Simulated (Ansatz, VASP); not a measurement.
Two plane-wave programs on Cd

File INCAR:

```
PREC = Accurate ; ENCUT = 520
EDIFF = 1E-6 ; ISMEAR = 0
SIGMA = 0.05 ; LREAL = F
LASPH = T ; NELM = 100
ALGO = Normal ; ISIF = 2
LWAVE = F ; LCHARG = T
GGA = PE ; LELF = T
LVHAR = T ; NBANDS = 12
```

Contents of KPOINTS:

```
regular mesh
0
Gamma
  8 8 8
```

POSCAR

```
Cd
1.0
   -1.7547300608      1.7547300608      1.7547300608
    1.7547300608     -1.7547300608      1.7547300608
    1.7547300608      1.7547300608     -1.7547300608
Cd
1
Direct
    0.0000000000      0.0000000000      0.0000000000
```

Input for Ansatz:

```yaml
crystal:
  lattice:
    - [-1.7547300608, 1.7547300608, 1.7547300608]
    - [1.7547300608, -1.7547300608, 1.7547300608]
    - [1.7547300608, 1.7547300608, -1.7547300608]
  atoms:
    - { symbol: Cd, position: [0.0, 0.0, 0.0] }
basis:
  ecutwfc: 600
  ecutrho_ratio: 5
kpoints:
  mp_grid: { grid: [8, 8, 8] }
hamiltonian:
  xc: pbe
scf:
  occupations: { method: gaussian, width: 0.05 }
output:
  forces: true
  stress: true
  eigenvalues: true
```

Alike in both runs: task single point; functional PBE; k mesh 8 × 8 × 8; occupations gaussian, width 0.05 eV; no spin polarisation.

|  | VASP | Ansatz |
| --- | --- | --- |
| version | VASP 6.6.1 | Ansatz 0.2.0 |
| potentials or method | VASP PAW PBE potentials, release 64 (Cd), cutoff 520 eV | scalar-relativistic, plane waves, PAW |
| valence electrons in the cell | 12 | 20 |

```tsv
	VASP	Ansatz	Ansatz less VASP
pressure (GPa)	3.5	3.1	-0.30
```

VASP's potentials hold 12 valence electrons a cell and Ansatz's 20, so a difference there can come from the potentials and not from the codes.
